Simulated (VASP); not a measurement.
BaHf2O4:

```
Ba Hf O
1.0
     1.99313   -6.58914    0.00000
     1.99313    6.58914    0.00000
     0.00000    0.00000    3.93731
Ba Hf O
1 2 4
Direct
  0.00000 0.00000 0.00000
  0.41110 0.58890 0.50000
  0.58890 0.41110 0.50000
  0.18856 0.81144 0.50000
  0.30441 0.69559 0.00000
  0.81144 0.18856 0.50000
  0.69559 0.30441 0.00000
```

| Item | Value |
| --- | --- |
| Program | VASP 6.6.1 |
| Task | relaxation of cell and atoms |
| Functional | PBE |
| Potentials or basis | VASP PAW PBE potentials, release 64 (Ba_sv, Hf_pv, O) |
| Cutoff | 600 eV |
| k mesh | 4 × 4 × 4 |
| Occupations | gaussian, width 0.2 eV |
| Spin | no spin polarisation |

At the start: pressure 2.7 GPa; volume 14.77 Å³/atom.

**Question.** Where does the relaxation end?

**Answer.** Over 15 steps the energy falls by 3082.3 meV/atom and the volume is 16.02 Å³/atom (+8.4 %); space group Cmmm (No. 65, to 0.05 Å).

The path:
| step | energy change (eV) | largest force (eV/Å) | pressure (GPa) | volume (Å³) |
| --- | --- | --- | --- | --- |
| 1 | 0.0000 | 16.0610 | 2.68 | 103.42 |
| 2 | -19.2333 | 3.1937 | 0.32 | 106.96 |
| 3 | -20.1705 | 2.2209 | 3.20 | 107.73 |
| 4 | -20.2870 | 2.0613 | 4.19 | 108.05 |
| 5 | -20.7685 | 1.4489 | -2.75 | 114.77 |
| 6 | -20.8125 | 1.5457 | -1.78 | 113.14 |
| 7 | -21.1401 | 1.2134 | -0.54 | 112.15 |
| 8 | -21.3870 | 1.5160 | 1.46 | 110.44 |
| 9 | -21.5320 | 0.5693 | 0.08 | 111.13 |
| 10 | -21.5449 | 0.3639 | -0.35 | 111.40 |
| 11 | -21.5608 | 0.2502 | 0.61 | 110.99 |
| 12 | -21.5634 | 0.1860 | 1.18 | 110.74 |
| 13 | -21.5735 | 0.1169 | 0.12 | 111.78 |
| 14 | -21.5741 | 0.1249 | -0.16 | 112.09 |
| 15 | -21.5763 | 0.0760 | 0.08 | 112.11 |

Final structure:
```yaml
crystal:
  lattice:
    - [2.15316, -6.50477, 0.00000]
    - [2.15316, 6.50477, 0.00000]
    - [0.00000, 0.00000, 4.00209]
  atoms:
    - { symbol: Ba, position: [0.00000, 0.00000, 0.00000] }
    - { symbol: Hf, position: [0.33428, 0.66572, 0.50000] }
    - { symbol: Hf, position: [0.66572, 0.33428, 0.50000] }
    - { symbol: O, position: [0.16974, 0.83026, 0.50000] }
    - { symbol: O, position: [0.36317, 0.63683, 0.00000] }
    - { symbol: O, position: [0.83026, 0.16974, 0.50000] }
    - { symbol: O, position: [0.63683, 0.36317, 0.00000] }
```

Caveat: the k points lie up to 0.39 Å⁻¹ apart in the final cell; the relaxation stopped at a loose force limit of 0.08 eV/Å, so its end isn't a converged minimum.
